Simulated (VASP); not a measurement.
# SnSe4 (P6/mmm) in VASP: a series of runs, part 2 of 2

VASP 6.6.1.

### Step 3. Relaxation of cell and atoms, PBE

This run uses another cell than the first one, of 28.20 Å³/atom, 0.761 times its volume.

The input, INCAR:

```
SYSTEM = SnSe4
PREC = Accurate ; ENCUT = 600
EDIFF = 1E-7 ; ISMEAR = 0
SIGMA = 0.1 ; LREAL = .False.
LASPH = .True. ; NELM = 100
ALGO = Normal ; ISIF = 3
LWAVE = .False. ; LCHARG = .False.
GGA = PE ; IBRION = 2
NSW = 90 ; EDIFFG = -0.04
```

The input, KPOINTS:

```
Automatic mesh
0
Gamma
  6 6 2
  0 0 0
```

The input, POSCAR:

```
SnSe4
1.0
    3.9704699500      0.0000000000      0.0000000000
   -1.9852349800      3.4385278500      0.0000000000
    0.0000000000      0.0000000000     10.3267245100
Sn Se
1 4
Direct
    0.0000000000      0.0000000000      0.5000000000
    0.3333333300      0.6666666700      0.0000000000
    0.6666666700      0.3333333300      0.0000000000
    0.0000000000      0.0000000000      0.7012339400
    0.0000000000      0.0000000000      0.2987660600
```

Potentials or basis: VASP PAW PBE potentials, release 64 (Sn_d, Se).

The run is started by

```console
$ cat potpaw_PBE.64/Sn_d/POTCAR potpaw_PBE.64/Se/POTCAR > POTCAR
$ mpirun -np 1 vasp_std > vasp.out
```

OUTCAR:

```text
SYSTEM = SnSe4
   PREC = Accurate
   ENCUT = 600
   EDIFF = 1E-7
   ISMEAR = 0
   LREAL = .False.
   LASPH = .True.
   NELM = 100
   ISIF = 3
   GGA = PE
   IBRION = 2
   NSW = 90
   EDIFFG = -0.04

 ion  position               nearest neighbor table
   1  0.000  0.000  0.500-   4 2.08   5 2.08
   2  0.333  0.667  0.000-   3 2.29   3 2.29   3 2.29
   3  0.667  0.333  0.000-   2 2.29   2 2.29   2 2.29
   4  0.000  0.000  0.701-   1 2.08
   5  0.000  0.000  0.299-   1 2.08

  LATTYP: Found a hexagonal cell.
 ALAT       =     3.9704699500
 C/A-ratio  =     2.6008821727

  Lattice vectors:

 A1 = (   3.9704699500,   0.0000000000,   0.0000000000)
 A2 = (  -1.9852349800,   3.4385278500,   0.0000000000)
 A3 = (   0.0000000000,   0.0000000000,  10.3267245100)

Analysis of symmetry for initial positions (statically):
=====================================================================
 Subroutine PRICEL returns:
 Original cell was already a primitive cell.

 Routine SETGRP: Setting up the symmetry group for a
 hexagonal supercell.

 Subroutine GETGRP returns: Found 24 space group operations
 (whereof 24 operations were pure point group operations)
 out of a pool of 24 trial point group operations.

The static configuration has the point symmetry D_6h.

Analysis of symmetry for dynamics (positions and initial velocities):
=====================================================================
 Subroutine PRICEL returns:
 Original cell was already a primitive cell.

 Routine SETGRP: Setting up the symmetry group for a
 hexagonal supercell.

 Subroutine GETGRP returns: Found 24 space group operations
 (whereof 24 operations were pure point group operations)
 out of a pool of 24 trial point group operations.

The dynamic configuration has the point symmetry D_6h.

 Subroutine INISYM returns: Found 24 space group operations
 (whereof 24 operations are pure point group operations),
 and found     1 'primitive' translations

----------------------------------------------------------------------------------------

                                     Primitive cell

  volume of cell :     140.9863

  direct lattice vectors                    reciprocal lattice vectors
     3.970469950  0.000000000  0.000000000     0.251859355  0.145411066  0.000000000
    -1.985234980  3.438527850  0.000000000     0.000000000  0.290822132  0.000000000
     0.000000000  0.000000000 10.326724510     0.000000000  0.000000000  0.096836126

  length of vectors
     3.970469950  3.970469960 10.326724510     0.290822133  0.290822132  0.096836126

  position of ions in fractional coordinates (direct lattice)
     0.000000000  0.000000000  0.500000000
     0.333333330  0.666666670  0.000000000
     0.666666670  0.333333330  0.000000000
     0.000000000  0.000000000  0.701233940
     0.000000000  0.000000000  0.298766060

  ion indices of the primitive-cell ions
   primitive index   ion index
                 1           1
                 2           2
                 3           3
                 4           4
                 5           5

----------------------------------------------------------------------------------------
[... 48 lines left out ...]
   NGXF,Y,Z  is equivalent  to a cutoff of  26.80, 26.80, 27.05 a.u.
 SYSTEM =  SnSe4
   PREC   = accura    normal or accurate (medium, high low for compatibility)
   ISTART =      0    job   : 0-new  1-cont  2-samecut
   ICHARG =      2    charge: 1-file 2-atom 10-const
   ISPIN  =      1    spin polarized calculation?
   LNONCOLLINEAR =      F non collinear calculations
   LSORBIT =      F    spin-orbit coupling
   LASPH  =      T    aspherical Exc in radial PAW
   ENCUT  =  600.0 eV  44.10 Ry    6.64 a.u.   7.93  7.93 20.63*2*pi/ulx,y,z
   NELM   =    100;   NELMIN=  2; NELMDL= -5     # of ELM steps
   EDIFF  = 0.1E-06   stopping-criterion for ELM
   LREAL  =      F    real-space projection
   EDIFFG = -.4E-01   stopping-criterion for IOM
   NSW    =     90    number of steps for IOM
   IBRION =      2    ionic relax: 0-MD 1-quasi-New 2-CG
   NFREE  =      1    steps in history (QN), initial steepest desc. (CG)
   ISIF   =      3    stress and relaxation
   ISYM   =      2    0-nonsym 1-usesym 2-fastsym
   POTIM  = 0.5000    time-step for ionic-motion
   TEBEG  =    0.0;   TEEND  =   0.0 temperature during run
   PSTRESS=    0.0 pullay stress
   NELECT =      38.0000    total number of electrons
   NUPDOWN=      -1.0000    fix difference up-down
   EMIN   =  10.00;   EMAX   =-10.00  energy-range for DOS
   EFERMI =   0.00;   METHOD = LEGACY
   ISMEAR =     0;   SIGMA  =   0.10  broadening in eV -4-tet -1-fermi 0-gaus
   EFERMI_NEDOS =   21; number of points for ismear=-14 and -15
   IALGO  =     38    algorithm
   IMIX   =      4    mixing-type and parameters
     AMIX     =   0.40;   BMIX     =  1.00
     AMIX_MAG =   1.60;   BMIX_MAG =  1.00
  volume/ion in A,a.u.               =      28.20       190.28
  Fermi-wavevector in a.u.,A,eV,Ry     =   1.057492  1.998370 15.215245  1.118289
  Thomas-Fermi vector in A             =   2.192767
   LORBIT       =      0    0 simple, 1 ext, 2 COOP (PROOUT), +10 PAW based schemes
   GGA     = PE    functional components
   LHFCALC =     F    Hartree Fock is set to
   AEXX    =    0.0000 exact exchange contribution
   IVDW    =     0    specifies the selected vdW correction
   LEPSILON=     F    determine dielectric tensor
   LRPA    =     F    only Hartree local field effects (RPA)
 conjugate gradient relaxation of ions
 non-spin polarized calculation
 Gauss-broadening in eV      SIGMA  =   0.10
  energy-cutoff  :      600.00
  volume of cell :      140.99
 maximum number of plane-waves:      4746
 NGX is ok and might be reduce to    32
   NGX = 15   NGY = 15   NGZ = 41

--------------------------------------- Ionic step        1  -------------------------------------------

 number of electron      38.0000002 magnetization

 Free energy of the ion-electron system (eV)
  ---------------------------------------------------
  ext. energy  EPLUGINS =         0.00000000
  ---------------------------------------------------
  free energy    TOTEN  =       -12.39620332 eV

  energy without entropy =      -12.38530845  energy(sigma->0) =      -12.39075589

------------------------ aborting loop because EDIFF is reached ----------------------------------------

  FORCE on cell =-STRESS in cart. coord.  units (eV):
  Direction    XX          YY          ZZ          XY          YZ          ZX
  --------------------------------------------------------------------------------------
  -------------------------------------------------------------------------------------
  Total       13.3905895     13.3905896     32.5711622     -0.0000000      0.0000000      0.0000000
  in kB      152.1714672    152.1714680    370.1406524     -0.0000002      0.0000000      0.0000000
  external PRESSURE =     224.8278625 kB  Pullay stress =       0.0000000 kB
[... 26 lines left out ...]
--------------------------------------- Ionic step        2  -------------------------------------------

 number of electron      38.0000002 magnetization

 E-fermi :  -0.3774     XC(G=0):  -6.9256

 val. band max:       -0.3862690707   @ k =   0.3333   0.0000   0.0000
 cond. band min:      -0.3730981329   @ k =   0.0000   0.0000   0.0000
 fundamental gap:      0.0131709378
 Fermi energy:        -0.3774115334

 k-point     1 :       0.0000    0.0000    0.0000
  band No.  band energies     occupation
      1     -22.2643      2.00000
      2     -22.2643      2.00000
      3     -22.1358      2.00000
      4     -22.1358      2.00000
      5     -22.0972      2.00000
      6     -15.6310      2.00000
[... 424 lines left out ...]
  FREE ENERGIE OF THE ION-ELECTRON SYSTEM (eV)
  ---------------------------------------------------
  free  energy   TOTEN  =       -13.0787661353 eV

  energy  without entropy=      -13.0031221903  energy(sigma->0) =      -13.04094416

[... ionic steps 4 to 10 ...]

--------------------------------------- Ionic step       11  -------------------------------------------

 number of electron      37.9999992 magnetization

------------------------ aborting loop because EDIFF is reached ----------------------------------------
[... 73 lines left out ...]
--------------------------------------- Ionic step       13  -------------------------------------------

 number of electron      37.9999993 magnetization

 Free energy of the ion-electron system (eV)
  ---------------------------------------------------
  ext. energy  EPLUGINS =         0.00000000
  ---------------------------------------------------
  free energy    TOTEN  =       -15.57926559 eV

  energy without entropy =      -15.57011185  energy(sigma->0) =      -15.57468872

 E-fermi :   0.9413     XC(G=0):  -7.5763

 val. band max:        0.8890234349   @ k =   0.1667   0.0000   0.0000
 cond. band min:       1.0525598992   @ k =   0.0000   0.0000   0.0000
 fundamental gap:      0.1635364642
 Fermi energy:         0.9413363672

 k-point     1 :       0.0000    0.0000    0.0000
  band No.  band energies     occupation
      1     -21.0237      2.00000
      2     -20.9129      2.00000
      3     -20.9129      2.00000
      4     -20.7708      2.00000
      5     -20.7708      2.00000
      6     -14.2024      2.00000
[... 385 lines left out ...]
  FREE ENERGIE OF THE ION-ELECTRON SYSTEM (eV)
  ---------------------------------------------------
  free  energy   TOTEN  =       -15.5792655886 eV

  energy  without entropy=      -15.5701118499  energy(sigma->0) =      -15.57468872

 reached required accuracy - stopping structural energy minimisation
```

OSZICAR:

```text
N       E                     dE             d eps       ncg     rms          rms(c)
DAV:   1     0.365767509338E+03    0.36577E+03   -0.18509E+04   651   0.189E+03
DAV:   2     0.385179883839E+02   -0.32725E+03   -0.32156E+03   705   0.437E+02
DAV:   3    -0.114986297458E+02   -0.50017E+02   -0.49574E+02   848   0.147E+02
[... 166 lines left out ...]
DAV:   3    -0.155792971840E+02    0.91589E-03   -0.31760E-03   764   0.516E-01    0.428E-02
DAV:   4    -0.155792666650E+02    0.30519E-04   -0.21292E-04   701   0.944E-02    0.158E-02
DAV:   5    -0.155792644390E+02    0.22260E-05   -0.24564E-05   876   0.288E-02    0.839E-03
DAV:   6    -0.155792655014E+02   -0.10624E-05   -0.36481E-06   726   0.147E-02    0.259E-03
DAV:   7    -0.155792655886E+02   -0.87249E-07   -0.33247E-07   626   0.425E-03
  13 F= -.15579266E+02 E0= -.15574689E+02  d E =-.754753E-03
```

CONTCAR:

```text
SnSe4
   1.00000000000000
     4.5059765868600934   -0.0000000008243278    0.0000000000000000
    -2.2529882998182971    3.9022902053333932   -0.0000000000000000
     0.0000000000000000    0.0000000000000000   10.8818795579218950
  Sn              Se
     1     4
Direct
     0.0000000000000000    0.0000000000000000    0.5000000000000000
     0.3333333300000021    0.6666666699999979    0.0000000000000000
     0.6666666699999979    0.3333333300000021    0.0000000000000000
     0.0000000000000000    0.0000000000000000    0.7144059353785218
     1.0000000000000000    0.0000000000000000    0.2855940646214780

  0.00000000E+00  0.00000000E+00  0.00000000E+00
  0.00000000E+00  0.00000000E+00  0.00000000E+00
  0.00000000E+00  0.00000000E+00  0.00000000E+00
  0.00000000E+00  0.00000000E+00  0.00000000E+00
  0.00000000E+00  0.00000000E+00  0.00000000E+00
```

Run time: 4.1 min. Hardware: 1 thread of Intel Xeon 6975P-C (Granite Rapids), shared host; peak memory 0.31 GiB.

Results:

```yaml
Free_energy: -15.5793 eV
Relaxed_volume: 38.27 Å³/atom
Relaxed_cell: a = 4.506 Å, b = 4.506 Å, c = 10.882 Å, α = 90.00°, β = 90.00°, γ = 120.00°
Space_group_after_relaxing_to_0.05_Å: P6/mmm (No. 191)
Energy_gained_by_relaxing: 636.6 meV/atom
Ionic_steps: 13
Pressure_after_relaxing: 0.0 GPa
Largest_force_after_relaxing: 0.014 eV/Å
Band_gap_on_the_k_mesh: zero (band 19 reaches 1.19 eV, above the bottom of band 20 at 0.17 eV)
```

Forces on the atoms (eV/Å):
```
Sn   0.000  0.000  0.000
Se   0.000  0.000  0.000
Se   0.000  0.000  0.000
Se   0.000  0.000  0.014
Se   0.000  0.000 -0.014
```

Step by step:
```csv
step,energy change (eV),largest force (eV/Å),pressure (GPa),volume (Å³)
1,0.0000,7.5510,22.48,140.99
2,0.1015,1.2429,-3.74,236.27
3,-0.6826,1.4312,-3.00,214.68
4,-1.2575,1.7295,-2.17,199.23
5,-2.2932,1.4064,2.63,168.59
6,-2.2221,0.1012,7.18,157.03
7,-2.3240,1.0341,3.96,164.63
8,-3.1465,0.6732,-0.76,191.63
9,-3.1541,0.6003,-1.08,195.52
10,-3.1462,0.8150,1.09,188.59
11,-3.1823,0.0079,-0.13,192.16
12,-3.1823,0.0218,-0.11,192.10
13,-3.1831,0.0137,-0.04,191.34
```

Final structure:
```yaml
crystal:
  lattice:
    - [4.50598, 0.00000, 0.00000]
    - [-2.25299, 3.90229, 0.00000]
    - [0.00000, 0.00000, 10.88188]
  atoms:
    - { symbol: Sn, position: [0.00000, 0.00000, 0.50000] }
    - { symbol: Se, position: [0.33333, 0.66667, 0.00000] }
    - { symbol: Se, position: [0.66667, 0.33333, 0.00000] }
    - { symbol: Se, position: [0.00000, 0.00000, 0.71441] }
    - { symbol: Se, position: [0.00000, 0.00000, 0.28559] }
```

Caveat: the volume moved by over 15 % at a fixed basis, so the end points are rough; spin-orbit coupling is left out, which moves the levels of the heavy elements; this functional lacks dispersion, which binds the layers, so the pressure and a relaxed spacing across them are unreliable.

### Step 4. Single point, PBE

This run uses another cell than the first one, of 39.95 Å³/atom, 1.078 times its volume.

The input, INCAR:

```
SYSTEM = SnSe4
  ALGO = Normal
  EDIFF = 1E-7
  ENCUT = 520
  GGA = PE
  ISIF = 2
  ISMEAR = 0
  LASPH = .TRUE.
  LCHARG = .TRUE.
  LELF = .TRUE.
  LREAL = .FALSE.
  LVHAR = .TRUE.
  LWAVE = .FALSE.
  NBANDS = 27
  NELM = 60
  PREC = Accurate
  SIGMA = 0.1
```

The input, KPOINTS:

```
k-points
0
G
  12 12 4
  0 0 0
```

The input, POSCAR:

```
SnSe4
1.0
    4.5284565784      0.0000000000      0.0000000000
   -2.2642282892      3.9217584368      0.0000000000
    0.0000000000      0.0000000000     11.2475703647
Sn Se
1 4
Direct
    0.0000000000      0.0000000000      0.5000000000
    0.3333333333      0.6666666667      0.0000000000
    0.6666666667      0.3333333333      0.0000000000
    0.0000000000      0.0000000000      0.7071662994
    0.0000000000      0.0000000000      0.2928337006
```

The run is started by

```console
$ cat potpaw_PBE.64/Sn_d/POTCAR potpaw_PBE.64/Se/POTCAR > POTCAR
$ mpirun -np 1 vasp_std > vasp.out
```

Wall time 2.2 min (1 thread of Intel Xeon 6975P-C (Granite Rapids), shared host); peak memory 0.48 GiB.

Results (log left out):

- Free energy: -15.5565 eV
- Pressure: 0.0 GPa
- Largest force: 0.014 eV/Å
- Band gap on the k mesh: zero (band 19 reaches 0.89 eV, above the bottom of band 20 at -0.14 eV)

Forces on the atoms (eV/Å):
```
Sn   0.000  0.000  0.000
Se   0.000  0.000  0.000
Se   0.000  0.000  0.000
Se   0.000  0.000 -0.014
Se   0.000  0.000  0.014
```

Levels at points of the mesh, in eV from the Fermi level:
```csv
k point,band 16,band 17,band 18,band 19,band 20,band 21,band 22,band 23
"(0.00, 0.00, 0.00)",-1.10,-0.37,-0.37,0.10,0.10,0.71,0.80,3.30
"(0.50, 0.00, 0.00)",-1.40,-1.21,-1.05,-0.63,1.01,1.40,1.57,2.71
"(0.00, 0.00, 0.50)",-1.08,-0.45,-0.45,0.17,0.17,0.71,1.17,3.27
"(0.50, 0.00, 0.50)",-1.53,-1.42,-1.16,-0.61,1.18,1.39,1.56,2.67
```

Caveat: spin-orbit coupling is left out, which moves the levels of the heavy elements; this functional lacks dispersion, which binds the layers, so the pressure and a relaxed spacing across them are unreliable.

### Step 5. Summary

```csv
task,cell,k mesh,cutoff (eV),gap on the mesh (eV),pressure (GPa),largest force (eV/Å)
single point,"a = 4.473, b = 4.473, c = 10.687 Å, angles 90.0, 90.0, 120.0°, 5 atoms",6 × 6 × 2,520,none,0.2,0.05
relaxation of cell and atoms,"relaxed from a = 3.970, b = 3.970, c = 10.327 Å, angles 90.0, 90.0, 120.0°, 5 atoms",6 × 6 × 2,600,none,0.0,0.01
single point,"a = 4.528, b = 4.528, c = 11.248 Å, angles 90.0, 90.0, 120.0°, 5 atoms",12 × 12 × 4,520,none,0.0,0.01
```

Alike in all rows: level PBE; potentials or basis VASP PAW PBE potentials, release 64 (Sn_d, Se); no spin polarisation; smearing gaussian 0.1 eV.

Caveats: spin-orbit coupling is left out, which moves the levels of the heavy elements; this functional lacks dispersion, which binds the layers, so the pressure and a relaxed spacing across them are unreliable; the volume moved by over 15 % at a fixed basis, so the end points are rough (some runs).

Absolute energies hang on the potentials; compare differences alone.
